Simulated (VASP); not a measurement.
# MgTe: elastic constants with LDA

The system is MgTe.

```
CELL_PARAMETERS angstrom
4.50927 0.00000 0.00000
-2.25464 3.90514 0.00000
0.00000 0.00000 7.33702
ATOMIC_POSITIONS crystal
Mg 0.33333 0.66667 0.00426
Mg 0.66667 0.33333 0.50426
Te 0.33333 0.66667 0.38074
Te 0.66667 0.33333 0.88074
```

```json
{
 "Program": "VASP 6.6.1",
 "Task": "elastic constants",
 "Functional": "LDA",
 "Potentials or basis": "VASP PAW LDA potentials, release 64 (Mg, Te)",
 "Cutoff": "600 eV",
 "k mesh": "6 × 6 × 4",
 "Occupations": "gaussian, width 0.01 eV",
 "Spin": "no spin polarisation",
 "Dipole correction": "no",
 "Ions in elastic constants": "relaxed",
 "Further INCAR settings": "ALGO = Normal; EDIFF = 1e-08; IBRION = 6; POTIM = 0.015; NSW = 1; ISIF = 3"
}
```

- Voigt bulk modulus: 39 GPa
- Highest phonon frequency at Γ, LO-TO splitting left out: 269 cm⁻¹

Phonon frequencies in cm⁻¹ (negative: imaginary):
| q point | frequencies |
| --- | --- |
| (0.000, 0.000, 0.000) | 0 0 0 36 36 117 241 243 243 247 247 269 |

Elastic tensor in Voigt notation (GPa, in the Cartesian axes of the cell as first typed):
```
56 33 28  0  0  0
33 56 28  0  0  0
28 28 61  0  0  0
 0  0  0 10  0  0
 0  0  0  0 10  0
 0  0  0  0  0 11
```

Clamped-ion elastic tensor (GPa):
```
78 24 15  0  0  0
24 78 15  0  0  0
15 15 87  0  0  0
 0  0  0 17  0  0
 0  0  0  0 17  0
 0  0  0  0  0 27
```

Run time: 18 min on 1 thread of Intel(R) Xeon(R) 6975P-C (Granite Rapids), with other jobs on the host, peak memory 0.43 GiB.
